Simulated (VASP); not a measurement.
A run of VASP 6.6.1 is set up as follows.

Contents of INCAR:

```
SYSTEM = CdSe
PREC = Accurate
ENCUT = 520
EDIFF = 1E-6
ISMEAR = -1
SIGMA = 0.03
LREAL = .FALSE.
LASPH = .TRUE.
NELM = 100
ALGO = Normal
ISIF = 2
LWAVE = .FALSE.
LCHARG = .TRUE.
GGA = PE
LELF = .TRUE.
LVHAR = .TRUE.
NBANDS = 26
```

KPOINTS

```
Automatic mesh
0
G
  3 3 2
  0 0 0
```

Contents of POSCAR:

```
CdSe
1.0
    4.3000000000      0.0000000000      0.0000000000
   -2.1500000000      3.7239092363      0.0000000000
    0.0000000000      0.0000000000      7.0200000000
Cd Se
2 2
Direct
    0.6666666667      0.3333333333      0.5000000000
    0.3333333333      0.6666666667      0.0000000000
    0.6666666667      0.3333333333      0.8850000000
    0.3333333333      0.6666666667      0.3850000000
```

Potentials or basis: VASP PAW PBE potentials, release 64 (Cd, Se).

The run is started by

```console
$ cat potpaw_PBE.64/Cd/POTCAR potpaw_PBE.64/Se/POTCAR > POTCAR
$ mpirun -np 1 vasp_std > vasp.out
```

**Question.** Estimate the band gap on the k mesh.

**Answer.** 0.68 eV, direct.

**Question.** Estimate the largest force.

**Answer.** 0.347 eV/Å.

Stress tensor (GPa, compression positive):
```
4.78 0.00 0.00
0.00 4.78 0.00
0.00 0.00 1.64
```

Caveat: the k points lie up to 0.56 Å⁻¹ apart. Expect the measured gap to be larger: semilocal functionals such as PBE lack the derivative discontinuity.
